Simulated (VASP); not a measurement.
A run of VASP 6.6.1 is set up as follows.

The input INCAR:

```
SYSTEM = AlN
PREC     = Accurate       ! precision mode
ENCUT    = 520            ! plane-wave cutoff, eV
EDIFF    = 1E-7           ! SCF threshold, eV
ISMEAR   = 0              ! smearing method
SIGMA    = 0.05           ! smearing width, eV
LREAL    = .FALSE.        ! projectors in reciprocal space
LASPH    = .TRUE.         ! aspherical terms in the spheres
NELM     = 60             ! most SCF steps
ALGO     = Normal         ! electronic algorithm
ISIF     = 2              ! what is computed and relaxed
LWAVE    = .FALSE.        ! write WAVECAR
LCHARG   = .TRUE.         ! write CHGCAR
GGA      = PS             ! functional
LELF     = .TRUE.         ! ELF
LVHAR    = .TRUE.       
NBANDS   = 26             ! bands
```

Contents of KPOINTS:

```
Automatic mesh
0
G
  6 6 6
  0 0 0
```

The input POSCAR:

```
AlN
1.0
    4.3771405283      0.0000000000      0.0000000000
    0.0000000000     -4.3771405283      0.0000000000
    0.0000000000      0.0000000000     -4.3771405283
Al N
4 4
Direct
   -0.0407094330      0.0000000000     -0.0407094330
    0.5000000000      0.5000000000      0.0000000000
    0.5000000000      0.0000000000      0.5000000000
    0.0000000000      0.5000000000      0.5000000000
    0.7500000000      0.7500000000      0.7500000000
    0.2500000000      0.2500000000      0.7500000000
    0.2500000000      0.7500000000      0.2500000000
    0.7500000000      0.2500000000      0.2500000000
```

Potentials or basis: VASP PAW PBE potentials, release 64 (Al, N).

The run is started by

```console
$ cat potpaw_PBE.64/Al/POTCAR potpaw_PBE.64/N/POTCAR > POTCAR
$ mpirun -np 1 vasp_std > vasp.out
```

(1) Predict the largest force.

(2) Estimate the band gap on the k mesh.

(3) Predict the pressure.

Answers

(1) 5.936 eV/Å.

(2) 2.15 eV.

(3) 2.4 GPa.

Caveat: the cell differs from its parent crystal (atom 1 (Al) moved by -0.252 Å along [1 1 0] and +0.000 Å along [0 0 1]); the PAW data sets were made with another functional, which shifts forces and pressure a little.
